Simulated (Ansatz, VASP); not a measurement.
**Two plane-wave programs on TaF3**

```xyz
4
Lattice="4.0182 0.0000 0.0000 0.0000 4.0182 0.0000 0.0000 0.0000 4.0182" Properties=species:S:1:pos:R:3 pbc="T T T"
Ta    0.0000    0.0000    0.0000
F     2.0091    0.0000    0.0000
F     0.0000    2.0091    0.0000
F     0.0000    0.0000    2.0091
```

Change from the starting cell: strain +0.030 along x and y, +0.030 along z, atoms carried along.

Alike in both runs: task single point; functional PBE; k mesh 12 × 12 × 12; occupations gaussian, width 0.15 eV; no spin polarisation.

|  | VASP | Ansatz |
| --- | --- | --- |
| version | VASP 6.6.1 | Ansatz 0.2.0 |
| potentials or method | VASP PAW PBE potentials, release 64 (Ta_pv, F), cutoff 520 eV | scalar-relativistic, plane waves, PAW |
| valence electrons in the cell | 32 | 34 |

Ansatz gave:

* gap on the k mesh at the Fermi level (eV): none
* pressure (GPa): 9.8

Question: Estimate VASP's values.

Answer: gap on the k mesh at the Fermi level (eV): none; pressure (GPa): 10.0.

A gap of «none» marks a metal or a gap that the smearing closes. VASP's potentials hold 32 valence electrons a cell and Ansatz's 34, so a difference there can come from the potentials and not from the codes.

Neither program's run includes spin-orbit coupling.
